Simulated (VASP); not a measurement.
# Zr2HS4 in VASP: a series of runs, part 2 of 2

VASP 6.6.1. The steps go on from the part before.

**5. Single point, PBE+D3(BJ)**

INCAR

```
SYSTEM = Zr2HS4
PREC = Accurate
ENCUT = 400
EDIFF = 1E-6
ISMEAR = 0
SIGMA = 0.05
LREAL = .FALSE.
LASPH = .TRUE.
NELM = 120
ALGO = Normal
ISIF = 2
LWAVE = .FALSE.
LCHARG = .FALSE.
LDIPOL = .TRUE.
IDIPOL = 3
DIPOL = 0.5 0.5 0.281
GGA = PE
IVDW = 12
NBANDS = 62
GGA_COMPAT = .FALSE.
NELMDL = -8
```

KPOINTS

```
regular mesh
0
G
  6 6 1
  0 0 0
```

POSCAR

```
Zr2HS4
1.0
    7.2976778227      0.0000000000      0.0000000000
   -3.6488389114      6.3199743831      0.0000000000
    0.0000000000      0.0000000000     20.9171506047
S Zr H
8 4 2
Direct
    0.3333333333      0.1666666667      0.1912306354
    0.3333333333      0.6666666667      0.1912306354
    0.8333333333      0.1666666667      0.1912306354
    0.8333333333      0.6666666667      0.1912306354
    0.1666666667      0.3333333333      0.3306927762
    0.1666666667      0.8333333333      0.3306927762
    0.6666666667      0.3333333333      0.3306927762
    0.6666666667      0.8333333333      0.3306927762
    0.0000000000      0.0000000000      0.2609617058
    0.0000000000      0.5000000000      0.2609617058
    0.5000000000      0.0000000000      0.2609617058
    0.5000000000      0.5000000000      0.2609617058
    0.2601922141      0.7398077859      0.3981015752
    0.4064744526      0.5935255474      0.3981015752
```

Potentials or basis: VASP PAW PBE potentials, release 64 (S, Zr_sv, H).

Command:

```
> cat potpaw_PBE.64/S/POTCAR potpaw_PBE.64/Zr_sv/POTCAR potpaw_PBE.64/H/POTCAR > POTCAR
> mpirun -np 1 vasp_std > vasp.out
```

OUTCAR:

```text
SYSTEM = Zr2HS4
   PREC = Accurate
   ENCUT = 400
   EDIFF = 1E-6
   ISMEAR = 0
   LREAL = .FALSE.
   LASPH = .TRUE.
   NELM = 120
   ISIF = 2
   GGA = PE
   IVDW = 12
   NELMDL = -8
 IVDW          = 12

 ion  position               nearest neighbor table
   1  0.333  0.167  0.191-   9 2.56  12 2.56  11 2.56
   2  0.333  0.667  0.191-  10 2.56  11 2.56  12 2.56
   3  0.833  0.167  0.191-  11 2.56  10 2.56   9 2.56
   4  0.833  0.667  0.191-  12 2.56   9 2.56  10 2.56
   5  0.167  0.333  0.331-  12 2.56   9 2.56  10 2.56
   6  0.167  0.833  0.331-  13 1.84  11 2.56  10 2.56   9 2.56
   7  0.667  0.333  0.331-  10 2.56  11 2.56  12 2.56
   8  0.667  0.833  0.331-   9 2.56  12 2.56  11 2.56
   9  0.000  0.000  0.261-   1 2.56   8 2.56   5 2.56   4 2.56   6 2.56   3 2.56  12 3.65  12 3.65
                            11 3.65  11 3.65  10 3.65  10 3.65
  10  0.000  0.500  0.261-   2 2.56   7 2.56   6 2.56   3 2.56   4 2.56   5 2.56  11 3.65  11 3.65
                            12 3.65  12 3.65   9 3.65   9 3.65
  11  0.500  0.000  0.261-   3 2.56   6 2.56   2 2.56   7 2.56   1 2.56   8 2.56  10 3.65  10 3.65
                             9 3.65   9 3.65  12 3.65  12 3.65
  12  0.500  0.500  0.261-   4 2.56   5 2.56   1 2.56   8 2.56   7 2.56   2 2.56   9 3.65   9 3.65
                            10 3.65  10 3.65  11 3.65  11 3.65
  13  0.260  0.740  0.398-   6 1.84
  14  0.406  0.594  0.398-

  LATTYP: Found a hexagonal cell.
 ALAT       =     7.2976778227
 C/A-ratio  =     2.8662748771

  Lattice vectors:

 A1 = (   7.2976778227,   0.0000000000,   0.0000000000)
 A2 = (  -3.6488389114,   6.3199743831,   0.0000000000)
 A3 = (   0.0000000000,   0.0000000000,  20.9171506047)

Analysis of symmetry for initial positions (statically):
=====================================================================
 Subroutine PRICEL returns:
 Original cell was already a primitive cell.

 Routine SETGRP: Setting up the symmetry group for a
 hexagonal supercell.

 Subroutine GETGRP returns: Found  2 space group operations
 (whereof  2 operations were pure point group operations)
 out of a pool of 24 trial point group operations.

The static configuration has the point symmetry C_1h.

Analysis of symmetry for dynamics (positions and initial velocities):
=====================================================================
 Subroutine PRICEL returns:
 Original cell was already a primitive cell.

 Routine SETGRP: Setting up the symmetry group for a
 hexagonal supercell.

 Subroutine GETGRP returns: Found  2 space group operations
 (whereof  2 operations were pure point group operations)
 out of a pool of 24 trial point group operations.

The dynamic configuration has the point symmetry C_1h.

 Subroutine INISYM returns: Found  2 space group operations
 (whereof  2 operations are pure point group operations),
 and found     1 'primitive' translations

----------------------------------------------------------------------------------------

                                     Primitive cell

  volume of cell :     964.7228

  direct lattice vectors                    reciprocal lattice vectors
     7.297677823  0.000000000  0.000000000     0.137029891  0.079114245  0.000000000
[... 92 lines left out ...]
   ISPIN  =      1    spin polarized calculation?
   LNONCOLLINEAR =      F non collinear calculations
   LSORBIT =      F    spin-orbit coupling
   LASPH  =      T    aspherical Exc in radial PAW
   ENCUT  =  400.0 eV  29.40 Ry    5.42 a.u.  11.90 11.90 34.11*2*pi/ulx,y,z
   NELM   =    120;   NELMIN=  2; NELMDL= -8     # of ELM steps
   EDIFF  = 0.1E-05   stopping-criterion for ELM
   LREAL  =      F    real-space projection
   EDIFFG = 0.1E-04   stopping-criterion for IOM
   NSW    =      0    number of steps for IOM
   IBRION =     -1    ionic relax: 0-MD 1-quasi-New 2-CG
   NFREE  =      0    steps in history (QN), initial steepest desc. (CG)
   ISIF   =      2    stress and relaxation
   ISYM   =      2    0-nonsym 1-usesym 2-fastsym
   POTIM  = 0.5000    time-step for ionic-motion
   TEBEG  =    0.0;   TEEND  =   0.0 temperature during run
   PSTRESS=    0.0 pullay stress
   NELECT =      98.0000    total number of electrons
   NUPDOWN=      -1.0000    fix difference up-down
   EMIN   =  10.00;   EMAX   =-10.00  energy-range for DOS
   EFERMI =   0.00;   METHOD = LEGACY
   ISMEAR =     0;   SIGMA  =   0.05  broadening in eV -4-tet -1-fermi 0-gaus
   EFERMI_NEDOS =   21; number of points for ismear=-14 and -15
   IALGO  =     38    algorithm
   IMIX   =      4    mixing-type and parameters
     AMIX     =   0.40;   BMIX     =  1.00
     AMIX_MAG =   1.60;   BMIX_MAG =  1.00
  volume/ion in A,a.u.               =      68.91       465.02
  Fermi-wavevector in a.u.,A,eV,Ry     =   0.763864  1.443494  7.938838  0.583488
  Thomas-Fermi vector in A             =   1.863639
   LORBIT       =      0    0 simple, 1 ext, 2 COOP (PROOUT), +10 PAW based schemes
   GGA     = PE    functional components
   LHFCALC =     F    Hartree Fock is set to
   AEXX    =    0.0000 exact exchange contribution
   IVDW    =    12    specifies the selected vdW correction
   LEPSILON=     F    determine dielectric tensor
   LRPA    =     F    only Hartree local field effects (RPA)
 non-spin polarized calculation
 Gauss-broadening in eV      SIGMA  =   0.05
  energy-cutoff  :      400.00
  volume of cell :      964.72
 maximum number of plane-waves:     17598
   NGX = 23   NGY = 23   NGZ = 69

 dipolmoment           0.000000      0.000000      0.014328 electrons x Angstroem

 number of electron      98.0000014 magnetization

 dipolmoment           0.000000      0.000000     -0.007488 electrons x Angstroem

 Free energy of the ion-electron system (eV)
  ---------------------------------------------------
  ext. energy  EPLUGINS =         0.00000000
  ---------------------------------------------------
  free energy    TOTEN  =       -88.91625485 eV

  energy without entropy =      -88.91625485  energy(sigma->0) =      -88.91625485

 E-fermi :  -2.4230     XC(G=0):  -3.2833

 val. band max:       -2.6429304996   @ k =   0.1667   0.0000   0.0000
 cond. band min:      -2.2166159137   @ k =   0.0000   0.0000   0.0000
 fundamental gap:      0.4263145858
 Fermi energy:        -2.4230489382

 k-point     1 :       0.0000    0.0000    0.0000
  band No.  band energies     occupation
      1     -52.1082      2.00000
      2     -52.0907      2.00000
      3     -52.0111      2.00000
      4     -52.0019      2.00000
      5     -30.2894      2.00000
      6     -30.2680      2.00000
[... 821 lines left out ...]
     60       0.2837      0.00000
     61       0.3320      0.00000
 [bands above 61 left out]

------------------------ aborting loop because EDIFF is reached ----------------------------------------

 vacuum level on the upper side and lower side of the slab       (xc-potential included)        -0.123        -0.082

 Edisp (eV)   -3.14628

 E8    (eV) :    -1.3978

  FORCE on cell =-STRESS in cart. coord.  units (eV):
  Direction    XX          YY          ZZ          XY          YZ          ZX
  --------------------------------------------------------------------------------------
  -------------------------------------------------------------------------------------
  Total      -4.05499    -1.72735     0.27430     2.01579     0.62627    -1.08473
  in kB      -6.73438    -2.86873     0.45555     3.34775     1.04009    -1.80148
  external pressure =       -3.05 kB  Pullay stress =        0.00 kB

 VOLUME and BASIS-vectors are now :
 -----------------------------------------------------------------------------
  energy-cutoff  :      400.00
  volume of cell :      964.72
      direct lattice vectors                 reciprocal lattice vectors
     7.297677823  0.000000000  0.000000000     0.137029891  0.079114245  0.000000000
    -3.648838911  6.319974383  0.000000000     0.000000000  0.158228489  0.000000000
     0.000000000  0.000000000 20.917150605     0.000000000  0.000000000  0.047807659

 POSITION                                       TOTAL-FORCE (eV/Angst)
 -----------------------------------------------------------------------------------
      1.82442      1.05333      4.00000        -0.077267      0.069713      0.030167
     -0.00000      4.21332      4.00000        -0.037769      0.021806      0.085724
      5.47326      1.05333      4.00000         0.082197     -0.047456     -0.113176
      3.64884      4.21332      4.00000        -0.099007      0.032058      0.030167
      0.00000      2.10666      6.91715        -0.109049      0.233884      0.198332
     -1.82442      5.26665      6.91715         1.003789     -0.579538      1.268851
      3.64884      2.10666      6.91715        -0.007592      0.004383      0.145362
      1.82442      5.26665      6.91715        -0.257074     -0.022503      0.198332
      0.00000      0.00000      5.45858        -0.393407      0.227134     -0.217417
     -1.82442      3.15999      5.45858         0.180514     -0.317797     -0.270843
      3.64884      0.00000      5.45858         0.365478      0.002568     -0.270843
      1.82442      3.15999      5.45858         0.114519     -0.066118     -0.374031
     -0.80064      4.67557      8.32715         0.749835     -0.432917     -0.580470
      0.80064      3.75107      8.32715        -1.515166      0.874782     -0.130152
 -----------------------------------------------------------------------------------
    total drift:                               -0.000010      0.000006      0.000750

  FREE ENERGIE OF THE ION-ELECTRON SYSTEM (eV)
  ---------------------------------------------------
  free  energy   TOTEN  =       -92.0625367170 eV

  energy  without entropy=      -92.0625367169  energy(sigma->0) =      -92.06253672

 vacuum level on the upper side and lower side of the slab         3.032         3.075
```

Wall time 13 min (1 thread of Intel Xeon 6975P-C (Granite Rapids), shared host); peak memory 0.88 GiB.

What came out:

```yaml
Free_energy: -92.0625 eV
Largest_force: 1.754 eV/Å
Band_gap_on_the_k_mesh: 0.43 eV (least direct gap 0.44 eV)
Dispersion_energy_per_atom: -0.225 eV
```

Forces in eV/Å, atoms in the order of the input:
```
S   -0.077  0.070  0.030
S   -0.038  0.022  0.086
S    0.082 -0.047 -0.113
S   -0.099  0.032  0.030
S   -0.109  0.234  0.198
S    1.004 -0.580  1.269
S   -0.008  0.004  0.145
S   -0.257 -0.023  0.198
Zr  -0.393  0.227 -0.217
Zr   0.181 -0.318 -0.271
Zr   0.365  0.003 -0.271
Zr   0.115 -0.066 -0.374
H    0.750 -0.433 -0.580
H   -1.515  0.875 -0.130
```

**6. Single point, PBE+D3(BJ)**

INCAR

```
PREC     = Accurate       # precision mode
ENCUT    = 400            # plane-wave cutoff, eV
EDIFF    = 1E-6           # SCF threshold, eV
ISMEAR   = 0              # smearing method
SIGMA    = 0.05           # smearing width, eV
LREAL    = F              # projectors in reciprocal space
LASPH    = T              # aspherical terms in the spheres
NELM     = 120            # most SCF steps
ALGO     = Normal         # electronic algorithm
ISIF     = 2              # what is computed and relaxed
LWAVE    = F              # write WAVECAR
LCHARG   = F              # write CHGCAR
LDIPOL   = T            
IDIPOL   = 3            
DIPOL    = 0.5 0.5 0.281
GGA      = PE             # functional
IVDW     = 12             # dispersion correction
NBANDS   = 62             # bands
GGA_COMPAT= F            
NELMDL   = -8
```

KPOINTS

```
Automatic mesh
0
Gamma
  6 6 1
```

Changes to POSCAR since step 5:

```diff
@@ -20,3 +20,3 @@
     0.5000000000      0.5000000000      0.2609617058
-    0.2601922141      0.7398077859      0.3981015752
-    0.4064744526      0.5935255474      0.3981015752
+    0.2285069591      0.7714930409      0.3981015752
+    0.4381597076      0.5618402924      0.3981015752
```

Potentials or basis: VASP PAW PBE potentials, release 64 (S, Zr_sv, H).

Command:

```
> cat potpaw_PBE.64/S/POTCAR potpaw_PBE.64/Zr_sv/POTCAR potpaw_PBE.64/H/POTCAR > POTCAR
> mpirun -np 1 vasp_std > vasp.out
```

It took 41 min on 1 thread of Intel Xeon 8259CL, shared host; peak memory 0.92 GiB.

It converged, with:

```yaml
Free_energy: -91.7881 eV
Largest_force: 3.083 eV/Å
Band_gap_on_the_k_mesh: 0.15 eV (least direct gap 0.27 eV)
Dispersion_energy_per_atom: -0.223 eV
```

Forces in eV/Å, atoms in the order of the input:
```
S   -0.114  0.123  0.100
S   -0.075  0.044  0.145
S    0.078 -0.045 -0.185
S   -0.163  0.037  0.100
S   -0.146  0.183  0.375
S    1.289 -0.744  2.700
S    0.030 -0.017  0.201
S   -0.232  0.035  0.375
Zr  -0.777  0.449 -0.368
Zr   0.370 -0.666 -0.368
Zr   0.762  0.013 -0.368
Zr   0.151 -0.087 -0.300
H   -0.764  0.441 -1.771
H   -0.410  0.237 -0.635
```

Levels at points of the mesh, in eV from the valence-band top:
| k point | band 47 | band 48 | band 49 | band 50 | band 51 | band 52 |
| --- | --- | --- | --- | --- | --- | --- |
| (0.00, 0.00, 0.00) | -1.05 | -1.05 | -0.25 | 0.15 | 0.15 | 0.62 |
| (0.50, 0.00, 0.00) | -1.79 | -1.50 | -0.16 | 0.57 | 0.72 | 0.99 |
| (0.50, 0.50, 0.00) | -1.67 | -1.63 | -0.02 | 0.39 | 0.54 | 0.93 |

**7. The runs side by side**

| cell | gap on the mesh (eV) | largest force (eV/Å) |
| --- | --- | --- |
| as given, atomic positions A | 1.09 | 3.78 |
| as given, atomic positions B | 1.12 | 0.83 |
| as given, atomic positions C | 1.10 | 4.67 |
| as given, atomic positions D | 0.43 | 1.75 |
| as given, atomic positions E | 0.15 | 3.08 |

Alike in all rows: task single point; level PBE+D3(BJ); potentials or basis VASP PAW PBE potentials, release 64 (S, Zr_sv, H); no spin polarisation; k mesh 6 × 6 × 1; cutoff (eV) 400; smearing gaussian 0.05 eV.

Absolute energies hang on the potentials; compare differences alone.
